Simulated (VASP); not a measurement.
Write the native input for VASP 6.6.1 that does the following.

* Task: relaxation of cell and atoms
* Functional: PBE
* Dispersion: D3(BJ)
* Potentials or basis: VASP PAW PBE potentials, release 64 (Ga_d, N)
* Cutoff: 600 eV
* k mesh: 10 × 10 × 10
* Occupations: gaussian, width 0.02 eV
* Spin: no spin polarisation
* Dipole correction: no
* Further INCAR settings: ALGO = Normal; EDIFF = 1e-07; IBRION = 2; EDIFFG = -0.005; NSW = 70; ISIF = 3

The structure of GaN lies in POSCAR:

```
GaN
1.0
    0.0000000000      2.2742384951      2.2742384951
    2.2742384951      0.0000000000      2.2742384951
    2.2742384951      2.2742384951      0.0000000000
Ga N
1 1
Direct
    0.0000000000      0.0000000000      0.0000000000
    0.7500000000      0.7500000000      0.7500000000
```

These files were run (other wordings do the same):

INCAR

```
PREC = Accurate
ENCUT = 600
EDIFF = 1E-7
ISMEAR = 0
SIGMA = 0.02
LREAL = F
LASPH = T
NELM = 100
ALGO = Normal
ISIF = 3
LWAVE = F
LCHARG = F
GGA = PE
IVDW = 12
IBRION = 2
NSW = 70
EDIFFG = -0.005
```

KPOINTS

```
Automatic mesh
0
Gamma
  10 10 10
```

Potentials or basis: VASP PAW PBE potentials, release 64 (Ga_d, N).

The run is started by

```sh
$ cat potpaw_PBE.64/Ga_d/POTCAR potpaw_PBE.64/N/POTCAR > POTCAR
$ mpirun -np 1 vasp_std > vasp.out
```

Results of the run:

```yaml
Relaxed_volume: 11.52 Å³/atom
Relaxed_cell: a = 3.194 Å, b = 3.194 Å, c = 3.194 Å, α = 60.00°, β = 60.00°, γ = 60.00°
Space_group_after_relaxing_to_0.05_Å: F-43m (No. 216)
Energy_gained_by_relaxing: 2.7 meV/atom
Ionic_steps: 7
Pressure_after_relaxing: 0.0 GPa
Band_gap_on_the_k_mesh: 1.68 eV, direct
Dispersion_energy_per_atom: -0.252 eV
```

Wall time 120 s on 1 thread of Intel Xeon 8259CL (shared host), peak memory 0.19 GiB.
